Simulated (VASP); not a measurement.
# Pt (Pm-3n) in VASP: a series of runs

The runs below take Pt through single point, relaxation of cell and atoms, with PBE.

Everything below comes from runs of VASP 6.6.1. Logs are shortened: lines on timing, memory, paths and dates and some standing lists are left out, and cuts for length are marked.

## Step 1: The cell of the first run

It takes space group Pm-3n (No. 223, cubic). Conventional cell: a = 5.066 Å, b = 5.066 Å, c = 5.066 Å, α = 90.00°, β = 90.00°, γ = 90.00°. Within 3.7 Å of Pt (site symmetry m-3) lie 12 Pt at 2.83 Å. Within 3.3 Å of Pt (site symmetry -4m2) lie 14 Pt at 2.53 to 3.10 Å.

## Step 2: Single point, PBE

Contents of INCAR:

```
PREC = Accurate ; ENCUT = 520
EDIFF = 1E-6 ; ISMEAR = -1
SIGMA = 0.1 ; LREAL = False
LASPH = True ; NELM = 60
ALGO = Normal ; ISIF = 2
LWAVE = False ; LCHARG = True
GGA = PE ; LELF = True
LVHAR = True ; NBANDS = 50
```

Contents of KPOINTS:

```
Automatic mesh
0
Gamma
  5 5 5
```

Contents of POSCAR:

```
Pt
1.0
    5.0664215062      0.0000000000      0.0000000000
    0.0000000000      5.0664215062      0.0000000000
    0.0000000000      0.0000000000      5.0664215062
Pt
8
Direct
    1.0000000000      1.0000000000      0.0000000000
    0.5000000000      0.5000000000      0.5000000000
    0.2500000000      1.0000000000      0.5000000000
    0.7500000000      1.0000000000      0.5000000000
    0.5000000000      0.2500000000      0.0000000000
    0.5000000000      0.7500000000      0.0000000000
    0.0000000000      0.5000000000      0.2500000000
    0.0000000000      0.5000000000      0.7500000000
```

Potentials or basis: VASP PAW PBE potentials, release 64 (Pt).

Launch:

```bash
$ cat potpaw_PBE.64/Pt/POTCAR > POTCAR
$ mpirun -np 1 vasp_std > vasp.out
```

OUTCAR:

```text
PREC = Accurate
   ENCUT = 520
   EDIFF = 1E-6
   ISMEAR = -1
   LREAL = False
   LASPH = True
   NELM = 60
   ISIF = 2
   GGA = PE

 ion  position               nearest neighbor table
   1  0.000  0.000  0.000-   3 2.83   4 2.83   5 2.83   6 2.83   7 2.83   8 2.83   3 2.83   4 2.83
                             7 2.83   8 2.83   5 2.83   6 2.83
   2  0.500  0.500  0.500-   3 2.83   4 2.83   5 2.83   6 2.83   7 2.83   8 2.83   5 2.83   6 2.83
                             3 2.83   4 2.83   7 2.83   8 2.83
   3  0.250  0.000  0.500-   4 2.53   4 2.53   1 2.83   1 2.83   2 2.83   2 2.83   8 3.10   5 3.10
                             5 3.10   6 3.10   6 3.10   7 3.10   8 3.10   7 3.10
   4  0.750  0.000  0.500-   3 2.53   3 2.53   1 2.83   1 2.83   2 2.83   2 2.83   8 3.10   5 3.10
                             5 3.10   6 3.10   6 3.10   7 3.10   8 3.10   7 3.10
   5  0.500  0.250  0.000-   6 2.53   6 2.53   1 2.83   2 2.83   2 2.83   1 2.83   8 3.10   4 3.10
                             3 3.10   4 3.10   3 3.10   7 3.10   7 3.10   8 3.10
   6  0.500  0.750  0.000-   5 2.53   5 2.53   1 2.83   2 2.83   2 2.83   1 2.83   8 3.10   4 3.10
                             3 3.10   4 3.10   3 3.10   7 3.10   7 3.10   8 3.10
   7  0.000  0.500  0.250-   8 2.53   8 2.53   1 2.83   2 2.83   1 2.83   2 2.83   3 3.10   4 3.10
                             5 3.10   3 3.10   4 3.10   6 3.10   5 3.10   6 3.10
   8  0.000  0.500  0.750-   7 2.53   7 2.53   1 2.83   2 2.83   1 2.83   2 2.83   3 3.10   4 3.10
                             5 3.10   3 3.10   4 3.10   6 3.10   5 3.10   6 3.10

  LATTYP: Found a simple cubic cell.
 ALAT       =     5.0664215062

  Lattice vectors:

 A1 = (   5.0664215062,   0.0000000000,   0.0000000000)
 A2 = (   0.0000000000,   5.0664215062,   0.0000000000)
 A3 = (   0.0000000000,   0.0000000000,   5.0664215062)

Analysis of symmetry for initial positions (statically):
=====================================================================
 Subroutine PRICEL returns:
 Original cell was already a primitive cell.

 Routine SETGRP: Setting up the symmetry group for a
 simple cubic supercell.

 Subroutine GETGRP returns: Found 48 space group operations
 (whereof 24 operations were pure point group operations)
 out of a pool of 48 trial point group operations.

The static configuration has the point symmetry T_h .
 The point group associated with its full space group is O_h .

Analysis of symmetry for dynamics (positions and initial velocities):
=====================================================================
 Subroutine PRICEL returns:
 Original cell was already a primitive cell.

 Routine SETGRP: Setting up the symmetry group for a
 simple cubic supercell.

 Subroutine GETGRP returns: Found 48 space group operations
 (whereof 24 operations were pure point group operations)
 out of a pool of 48 trial point group operations.

The dynamic configuration has the point symmetry T_h .
 The point group associated with its full space group is O_h .

 Subroutine INISYM returns: Found 48 space group operations
 (whereof 24 operations are pure point group operations),
 and found     1 'primitive' translations

----------------------------------------------------------------------------------------

                                     Primitive cell

  volume of cell :     130.0481

  direct lattice vectors                    reciprocal lattice vectors
     5.066421506  0.000000000  0.000000000     0.197377972  0.000000000  0.000000000
     0.000000000  5.066421506  0.000000000     0.000000000  0.197377972  0.000000000
     0.000000000  0.000000000  5.066421506     0.000000000  0.000000000  0.197377972

  length of vectors
     5.066421506  5.066421506  5.066421506     0.197377972  0.197377972  0.197377972

  position of ions in fractional coordinates (direct lattice)
     0.000000000  0.000000000  0.000000000
     0.500000000  0.500000000  0.500000000
     0.250000000  0.000000000  0.500000000
     0.750000000  0.000000000  0.500000000
     0.500000000  0.250000000  0.000000000
     0.500000000  0.750000000  0.000000000
     0.000000000  0.500000000  0.250000000
     0.000000000  0.500000000  0.750000000

  ion indices of the primitive-cell ions
   primitive index   ion index
                 1           1
                 2           2
                 3           3
                 4           4
                 5           5
                 6           6
                 7           7
                 8           8

----------------------------------------------------------------------------------------

 KPOINTS: Automatic mesh

Automatic generation of k-mesh.
 Grid dimensions read from file:
 generate k-points for:    5    5    5

 Generating k-lattice:

  Cartesian coordinates                     Fractional coordinates (reciprocal lattice)
     0.039475594  0.000000000  0.000000000     0.200000000  0.000000000  0.000000000
     0.000000000  0.039475594  0.000000000     0.000000000  0.200000000  0.000000000
     0.000000000  0.000000000  0.039475594     0.000000000  0.000000000  0.200000000

  Length of vectors
     0.039475594  0.039475594  0.039475594

  Shift w.r.t. Gamma in fractional coordinates (k-lattice)
     0.000000000  0.000000000  0.000000000

 Subroutine IBZKPT returns following result:
 ===========================================

 Found     10 irreducible k-points:

 Following reciprocal coordinates:
            Coordinates               Weight
  0.000000  0.000000  0.000000      1.000000
  0.200000  0.000000  0.000000      6.000000
  0.400000  0.000000  0.000000      6.000000
  0.200000  0.200000  0.000000     12.000000
  0.400000  0.200000  0.000000     24.000000
  0.400000  0.400000  0.000000     12.000000
  0.200000  0.200000  0.200000      8.000000
  0.400000  0.200000  0.200000     24.000000
  0.400000  0.400000  0.200000     24.000000
  0.400000  0.400000  0.400000      8.000000
   k-points           NKPTS =     10   k-points in BZ     NKDIM =     10   number of bands    NBANDS=     50
   number of dos      NEDOS =    301   number of ions     NIONS =      8
   total plane-waves  NPLWV =  64000
   dimension x,y,z NGX =    40 NGY =   40 NGZ =   40
   dimension x,y,z NGXF=    80 NGYF=   80 NGZF=   80
   ions per type =               8
   NGX,Y,Z   is equivalent  to a cutoff of  13.13, 13.13, 13.13 a.u.
   NGXF,Y,Z  is equivalent  to a cutoff of  26.25, 26.25, 26.25 a.u.
 SYSTEM =  unknown system
   PREC   = accura    normal or accurate (medium, high low for compatibility)
   ISTART =      0    job   : 0-new  1-cont  2-samecut
   ICHARG =      2    charge: 1-file 2-atom 10-const
   ISPIN  =      1    spin polarized calculation?
   LNONCOLLINEAR =      F non collinear calculations
   LSORBIT =      F    spin-orbit coupling
   LASPH  =      T    aspherical Exc in radial PAW
   ENCUT  =  520.0 eV  38.22 Ry    6.18 a.u.   9.42  9.42  9.42*2*pi/ulx,y,z
   NELM   =     60;   NELMIN=  2; NELMDL= -5     # of ELM steps
   EDIFF  = 0.1E-05   stopping-criterion for ELM
   LREAL  =      F    real-space projection
   EDIFFG = 0.1E-04   stopping-criterion for IOM
   NSW    =      0    number of steps for IOM
   IBRION =     -1    ionic relax: 0-MD 1-quasi-New 2-CG
   NFREE  =      0    steps in history (QN), initial steepest desc. (CG)
   ISIF   =      2    stress and relaxation
   ISYM   =      2    0-nonsym 1-usesym 2-fastsym
   POTIM  = 0.5000    time-step for ionic-motion
   TEBEG  =    0.0;   TEEND  =   0.0 temperature during run
   PSTRESS=    0.0 pullay stress
   NELECT =      80.0000    total number of electrons
   NUPDOWN=      -1.0000    fix difference up-down
   EMIN   =  10.00;   EMAX   =-10.00  energy-range for DOS
   EFERMI =   0.00;   METHOD = LEGACY
   ISMEAR =    -1;   SIGMA  =   0.10  broadening in eV -4-tet -1-fermi 0-gaus
   EFERMI_NEDOS =   21; number of points for ismear=-14 and -15
   IALGO  =     38    algorithm
   IMIX   =      4    mixing-type and parameters
     AMIX     =   0.40;   BMIX     =  1.00
     AMIX_MAG =   1.60;   BMIX_MAG =  1.00
  volume/ion in A,a.u.               =      16.26       109.70
  Fermi-wavevector in a.u.,A,eV,Ry     =   1.392313  2.631090 26.375372  1.938535
  Thomas-Fermi vector in A             =   2.516068
   LORBIT       =      0    0 simple, 1 ext, 2 COOP (PROOUT), +10 PAW based schemes
   GGA     = PE    functional components
   LHFCALC =     F    Hartree Fock is set to
   AEXX    =    0.0000 exact exchange contribution
   IVDW    =     0    specifies the selected vdW correction
   LEPSILON=     F    determine dielectric tensor
   LRPA    =     F    only Hartree local field effects (RPA)
 non-spin polarized calculation
  energy-cutoff  :      520.00
  volume of cell :      130.05
 maximum number of plane-waves:      3524
 NGX is ok and might be reduce to    40
   NGX = 19   NGY = 19   NGZ = 19

 number of electron      80.0000002 magnetization

 Free energy of the ion-electron system (eV)
  ---------------------------------------------------
  ext. energy  EPLUGINS =         0.00000000
  ---------------------------------------------------
  free energy    TOTEN  =       -46.92342084 eV

  energy without entropy =      -46.46237477  energy(sigma->0) =      -46.69289781

 E-fermi :   9.8729     XC(G=0): -13.0190

 val. band max:        9.8663411012   @ k =   0.4000   0.4000   0.0000
 cond. band min:       9.8806348167   @ k =   0.4000   0.4000   0.0000
 fundamental gap:      0.0142937155
 Fermi energy:         9.8729018579

 k-point     1 :       0.0000    0.0000    0.0000
  band No.  band energies     occupation
      1       0.4558      2.00000
      2       3.0262      2.00000
      3       3.0262      2.00000
      4       4.2019      2.00000
      5       4.3726      2.00000
      6       4.5421      2.00000
[... 42 lines left out ...]
     49      17.1539      0.00000
     50      17.1539      0.00000
[... 475 lines left out ...]
     49      18.6942      0.00000
     50      19.1105      0.00000

------------------------ aborting loop because EDIFF is reached ----------------------------------------

  FORCE on cell =-STRESS in cart. coord.  units (eV):
  Direction    XX          YY          ZZ          XY          YZ          ZX
  --------------------------------------------------------------------------------------
  -------------------------------------------------------------------------------------
  Total       -0.3939699     -0.3939699     -0.3939699      0.0000000      0.0000000      0.0000000
  in kB       -4.8536637     -4.8536637     -4.8536637      0.0000000      0.0000000      0.0000000
  external PRESSURE =      -4.8536637 kB  Pullay stress =       0.0000000 kB

 VOLUME and BASIS-vectors are now :
 -----------------------------------------------------------------------------
  energy-cutoff  :      520.00
  volume of cell :      130.05
      direct lattice vectors                 reciprocal lattice vectors
     5.066421506  0.000000000  0.000000000     0.197377972  0.000000000  0.000000000
     0.000000000  5.066421506  0.000000000     0.000000000  0.197377972  0.000000000
     0.000000000  0.000000000  5.066421506     0.000000000  0.000000000  0.197377972

 POSITION                                       TOTAL-FORCE (eV/Angst)
 -----------------------------------------------------------------------------------
      0.00000      0.00000      0.00000        -0.000000      0.000000     -0.000000
      2.53321      2.53321      2.53321        -0.000000      0.000000     -0.000000
      1.26661      0.00000      2.53321        -0.000000      0.000000      0.000000
      3.79982      0.00000      2.53321         0.000000     -0.000000     -0.000000
      2.53321      1.26661      0.00000        -0.000000      0.000000      0.000000
      2.53321      3.79982      0.00000        -0.000000      0.000000     -0.000000
      0.00000      2.53321      1.26661         0.000000      0.000000     -0.000000
      0.00000      2.53321      3.79982         0.000000      0.000000      0.000000
 -----------------------------------------------------------------------------------
    total drift:                               -0.000000     -0.000000      0.000000

  FREE ENERGIE OF THE ION-ELECTRON SYSTEM (eV)
  ---------------------------------------------------
  free  energy   TOTEN  =       -46.9234208443 eV

  energy  without entropy=      -46.4623747712  energy(sigma->0) =      -46.69289781
```

Wall time 77 s (1 thread of Intel Xeon Platinum 8375C at 2.90GHz (Ice Lake), shared host); peak memory 0.26 GiB.

What came out:

```yaml
Free_energy: -46.9234 eV
Pressure: -0.5 GPa
Band_gap_on_the_k_mesh: zero (bands 40 and 41 overlap by 0.40 eV)
```

Levels at points of the mesh, in eV from the Fermi level:
| k point | band 37 | band 38 | band 39 | band 40 | band 41 | band 42 | band 43 | band 44 |
| --- | --- | --- | --- | --- | --- | --- | --- | --- |
| (0.00, 0.00, 0.00) | -0.20 | -0.20 | 0.17 | 0.17 | 0.17 | 2.30 | 2.30 | 2.30 |

Caveat: spin-orbit coupling is left out, which moves the levels of the heavy elements.

[end of part 1 of 2]
